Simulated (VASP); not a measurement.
Write the native input for VASP 6.6.1 that does the following.

| Property | Result |
| --- | --- |
| Task | relaxation of cell and atoms |
| Functional | PBE |
| Dispersion | D4 |
| Potentials or basis | VASP PAW PBE potentials, release 64 (Hf_pv, O) |
| Cutoff | 600 eV |
| k mesh | 5 × 5 × 6 |
| Occupations | fermi-dirac, width 0.05 eV |
| Spin | no spin polarisation |
| Dipole correction | no |
| Further INCAR settings | ALGO = Normal; EDIFF = 1e-06; IBRION = 2; EDIFFG = -0.01; NSW = 60; ISIF = 3 |

The structure of HfO2 lies in POSCAR:

```
HfO2
1.0
    5.0803194000      0.0000000000      0.0000000000
    0.0000000000      5.1648674500      0.0000000000
    0.0000000000      0.0000000000      4.8908836500
Hf O
4 8
Direct
    0.2225908200      0.7817995800      0.2720679400
    0.7225908200      0.7182004200      0.7279320600
    0.7774091800      0.2182004200      0.2720679400
    0.2774091800      0.2817995800      0.7279320600
    0.1868153200      0.1636487800      0.1045346200
    0.6868153200      0.3363512200      0.8954653800
    0.8131846800      0.8363512200      0.1045346200
    0.3131846800      0.6636487800      0.8954653800
    0.0000000000      0.5000000000      0.4890544500
    0.5000000000      0.0000000000      0.5109455500
    0.0000000000      0.0000000000      0.5756249900
    0.5000000000      0.5000000000      0.4243750100
```

These files were run (other wordings do the same):

INCAR

```
SYSTEM = HfO2
  PREC = Accurate
  ENCUT = 600
  EDIFF = 1E-6
  ISMEAR = -1
  SIGMA = 0.05
  LREAL = .False.
  LASPH = .True.
  NELM = 60
  ALGO = Normal
  ISIF = 3
  LWAVE = .False.
  LCHARG = .False.
  GGA = PE
  IVDW = 13
  IBRION = 2
  NSW = 60
  EDIFFG = -0.01
```

KPOINTS

```
Automatic mesh
0
Gamma
  5 5 6
  0 0 0
```

Potentials or basis: VASP PAW PBE potentials, release 64 (Hf_pv, O).

The run is started by

```console
$ cat potpaw_PBE.64/Hf_pv/POTCAR potpaw_PBE.64/O/POTCAR > POTCAR
$ mpirun -np 1 vasp_std > vasp.out
```

It gave:

```yaml
Relaxed_volume: 10.81 Å³/atom
Relaxed_cell: a = 5.098 Å, b = 5.182 Å, c = 4.911 Å, α = 90.00°, β = 90.00°, γ = 90.00°
Space_group_after_relaxing_to_0.1_Å: P2_12_12 (No. 18)
Energy_gained_by_relaxing: 1.0 meV/atom
Ionic_steps: 10
Pressure_after_relaxing: -0.1 GPa
Largest_force_after_relaxing: 0.008 eV/Å
Band_gap_on_the_k_mesh: 3.80 eV
Dispersion_energy_per_atom: -0.198 eV
```

Caveat: spin-orbit coupling is left out, which moves the levels of the heavy elements; an odd mesh through Γ misses points on the zone boundary, where band edges can lie.

It took 13 min on 1 thread of AMD EPYC 9R45 96-Core Processor (Zen 5) (shared host), peak memory 0.38 GiB.
